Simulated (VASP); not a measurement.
Runs of VASP 6.6.1 on AlN. The structure is that of space group P6_3mc (No. 186), or close to it. The cells are those of the table. 

| task | cell | gap on the mesh (eV) | pressure (GPa) | largest force (eV/Å) |
| --- | --- | --- | --- | --- |
| electric field gradients | a = 3.152, b = 3.152, c = 5.044 Å, angles 90.0, 90.0, 120.0°, 4 atoms | 3.82 | -3.8 | 0.18 |
| electric field gradients | a = 3.111, b = 3.098, c = 4.978 Å, angles 89.8, 89.4, 119.6°, 4 atoms | 4.16 | 3.8 | 0.25 |
| single point | a = 3.204, b = 3.204, c = 4.978 Å, angles 90.0, 90.0, 120.0°, 4 atoms | 3.58 | (c) | 0.09 |
| single point | a = 3.111, b = 3.111, c = 5.078 Å, angles 90.0, 90.0, 120.0°, 4 atoms | 4.03 | 0.2 | 0.36 |
| electric field gradients | a = 3.047, b = 3.047, c = 4.876 Å, angles 90.0, 90.0, 120.0°, 4 atoms | (a) | 18.4 | 0.18 |
| electric field gradients | a = 3.069, b = 3.069, c = 4.911 Å, angles 90.0, 90.0, 120.0°, 4 atoms | 4.53 | (d) | 0.18 |
| electric field gradients | a = 3.121, b = 3.121, c = 4.995 Å, angles 90.0, 90.0, 120.0°, 4 atoms | 4.08 | 1.7 | 0.18 |
| single point | a = 3.111, b = 3.111, c = 5.127 Å, angles 90.0, 90.0, 120.0°, 4 atoms | 3.96 | (b) | 0.42 |

Alike in all rows: level PBE; potentials or basis VASP PAW PBE potentials, release 64 (Al, N); no spin polarisation; k mesh 11 × 11 × 6; cutoff (eV) 520; smearing fermi-dirac 0.02 eV.

Problem. Fill in the values left out.

Solution. (a) 4.72; (b) -1.4; (c) -7.4; (d) 13.0.

A k mesh can miss the band edges.
